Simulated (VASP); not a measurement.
A run of VASP 6.6.1 is set up as follows.

Contents of POSCAR:

```
TePt
1.0
    4.1109998117      0.0000000000      0.0000000000
   -2.0554999058      3.5602302719      0.0000000000
    0.0000000000      0.0000000000      5.4460000000
Te Pt
2 2
Direct
    0.3333333333      0.6666666667      0.2500000000
    0.6666666667      0.3333333333      0.7500000000
    0.0000000000      0.0000000000      0.0000000000
    0.0000000000      0.0000000000      0.5000000000
```

INCAR.step1

```
SYSTEM = TePt
ALGO = Normal
EDIFF = 1E-4
ENCUT = 520
GGA = PE
ISMEAR = 0
LASPH = .TRUE.
LCHARG = .FALSE.
LREAL = .FALSE.
LWAVE = .TRUE.
NBANDS = 24
NELM = 60
PREC = Accurate
SIGMA = 0.15
```

INCAR.step2

```
SYSTEM = TePt
ALGO = Normal
EDIFF = 1E-7
ENCUT = 520
ISIF = 2
ISMEAR = 0
ISTART = 1
LASPH = .TRUE.
LCHARG = .FALSE.
LMIXTAU = .TRUE.
LREAL = .FALSE.
LWAVE = .FALSE.
METAGGA = R2SCAN
NBANDS = 24
NELM = 60
PREC = Accurate
SIGMA = 0.15
```

The input KPOINTS:

```
k-points
0
G
  12 12 10
  0 0 0
```

Potentials or basis: VASP PAW PBE potentials, release 64 (Te, Pt).

Run with:

```sh
$ cat potpaw_PBE.64/Te/POTCAR potpaw_PBE.64/Pt/POTCAR > POTCAR
$ cp INCAR.step1 INCAR
$ mpirun -np 1 vasp_std > vasp.out
$ cp INCAR.step2 INCAR
$ mpirun -np 1 vasp_std > vasp.out
```

Q: Estimate the band gap on the k mesh.

A: Zero (bands 16 and 17 overlap by 1.53 eV).

Q: What does it give for the pressure?

A: 15.5 GPa.

Stress tensor (GPa, compression positive):
```
15.22  0.00  0.00
 0.00 15.22  0.00
 0.00  0.00 16.20
```

Caveat: the cell stands under pressure; the PAW data sets were made with another functional, which shifts forces and pressure a little; spin-orbit coupling is left out, which moves the levels of the heavy elements.
